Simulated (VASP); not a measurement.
Write the native input for VASP 6.6.1 that does the following.

```
Task                   : relaxation of cell and atoms
Functional             : PBE
Potentials or basis    : VASP PAW PBE potentials, release 64 (Ta_pv, Si, B)
Cutoff                 : 500 eV
k mesh                 : 4 × 4 × 3
Occupations            : gaussian, width 0.2 eV
Spin                   : no spin polarisation
Dipole correction      : no
Further INCAR settings : ALGO = Normal; EDIFF = 1e-07; IBRION = 2; EDIFFG = -0.08; NSW = 36; ISIF = 3
```

The structure of TaSi5B2 lies in POSCAR:

```
TaSi5B2
1.0
    5.0486319100      0.0000000000      0.0000000000
   -2.5243159600      4.3722434900      0.0000000000
    0.0000000000      0.0000000000      5.4026427600
Ta Si B
1 5 2
Direct
    0.0000000000      0.0000000000      0.5000000000
    0.3333333300      0.6666666700      0.0000000000
    0.6666666700      0.3333333300      0.0000000000
    0.5000000000      0.0000000000      0.5000000000
    0.0000000000      0.5000000000      0.5000000000
    0.5000000000      0.5000000000      0.5000000000
    0.3333333300      0.6666666700      0.5000000000
    0.6666666700      0.3333333300      0.5000000000
```

The cell was built from a structure type or drawn by symmetry, and may not be a known phase.

The input as run:

INCAR

```
ALGO = Normal
EDIFF = 1E-7
EDIFFG = -0.08
ENCUT = 500
GGA = PE
GGA_COMPAT = F
IBRION = 2
ISIF = 3
ISMEAR = 0
LASPH = T
LCHARG = F
LREAL = F
LWAVE = F
NELM = 120
NELMIN = 4
NSW = 36
PREC = Accurate
SIGMA = 0.2
```

KPOINTS

```
k-points
0
Gamma
  4 4 3
```

Potentials or basis: VASP PAW PBE potentials, release 64 (Ta_pv, Si, B).

Run with:

```sh
$ cat potpaw_PBE.64/Ta_pv/POTCAR potpaw_PBE.64/Si/POTCAR potpaw_PBE.64/B/POTCAR > POTCAR
$ mpirun -np 1 vasp_std > vasp.out
```

Results of the run:

| Quantity | Value |
| --- | --- |
| Relaxed volume | 18.71 Å³/atom |
| Relaxed cell | a = 6.692 Å, b = 6.692 Å, c = 3.859 Å, α = 90.00°, β = 90.00°, γ = 120.00° |
| Space group after relaxing (to 0.1 Å) | P6/mmm (No. 191) |
| Energy gained by relaxing | 2685.3 meV/atom |
| Ionic steps | 18 |
| Pressure after relaxing | 0.2 GPa |
| Band gap on the k mesh | zero (an odd number of electrons rules out a gap without spin polarisation) |

Caveat: the k points lie up to 0.54 Å⁻¹ apart in the final cell, too coarse for converged energies and pressures of a metal; the volume moved by over 15 % at a fixed basis, so the end points are rough; spin-orbit coupling is left out, which moves the levels of the heavy elements.

Run time: 14 min on 1 thread of Intel Xeon 8259CL (shared host), peak memory 0.27 GiB.
